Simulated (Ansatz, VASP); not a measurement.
# Two plane-wave programs on Ge7Au

```
Ge Au
1.0
     0.00000    4.26667    4.26667
     4.26667    0.00000    4.26667
     4.26667    4.26667    0.00000
Ge Au
7 1
Direct
  0.50000 0.50000 0.50000
  0.50000 0.00000 0.00000
  0.50000 0.00000 0.50000
  0.00000 0.50000 0.50000
  0.00000 0.50000 0.00000
  0.50000 0.50000 0.00000
  0.00000 0.00000 0.50000
  0.00000 0.00000 0.00000
```

Change from the starting cell: species swapped into the CuPt7 type (Fm-3m, No. 225).

Alike in both runs: functional PBE; k mesh 4 × 4 × 4; occupations gaussian, width 0.1 eV; no spin polarisation.

Ansatz relaxed the structure, and its values are those at the end. VASP's run is a single point on that final structure, the one shown.

```csv
,VASP,Ansatz
version,VASP 6.6.1,Ansatz 0.2.0
potentials or method,"VASP PAW PBE potentials, release 64 (Ge_d, Au), cutoff 520 eV","scalar-relativistic, plane waves, PAW"
valence electrons in the cell,109,117
```

|  | VASP | Ansatz | Ansatz less VASP |
| --- | --- | --- | --- |
| gap on the k mesh at the Fermi level (eV) | none | none | - |
| pressure (GPa) | -0.2 | -0.2 | +0.01 |

A gap of «none» marks a metal or a gap that the smearing closes. With one functional, cell and mesh, what is left measures potentials, basis and numerics. VASP's potentials hold 109 valence electrons a cell and Ansatz's 117, so a difference there can come from the potentials and not from the codes.

Neither program's run includes spin-orbit coupling.
